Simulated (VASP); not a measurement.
Here is a VASP 6.6.1 calculation.

INCAR

```
PREC = Accurate ; ENCUT = 520
EDIFF = 1E-6 ; ISMEAR = 0
SIGMA = 0.1 ; LREAL = False
LASPH = True ; NELM = 60
ALGO = Fast ; ISIF = 2
LWAVE = False ; LCHARG = True
GGA = PE ; LELF = True
LVHAR = True ; NBANDS = 10
```

Contents of KPOINTS:

```
regular mesh
0
Gamma
  8 8 10
```

POSCAR

```
Os
1.0
    1.9013829979     -1.9149192313     -0.3502325386
    1.9013829979      1.9149192313     -0.3502325386
   -1.5426742716      0.0000000000      2.2530732890
Os
1
Direct
    0.5000000000      0.5000000000      0.5000000000
```

Potentials or basis: VASP PAW PBE potentials, release 64 (Os).

Command:

```bash
$ cat potpaw_PBE.64/Os/POTCAR > POTCAR
$ mpirun -np 1 vasp_std > vasp.out
```

**Question.** Predict the band gap on the k mesh.

**Answer.** Zero (band 4 reaches 11.44 eV, above the bottom of band 5 at 7.53 eV).

**Question.** Predict the pressure.

**Answer.** -0.1 GPa.

Stress tensor (GPa, compression positive):
```
-0.23  0.00  0.03
 0.00 -0.07  0.00
 0.03  0.00 -0.04
```

Caveat: spin-orbit coupling is left out, which moves the levels of the heavy elements.
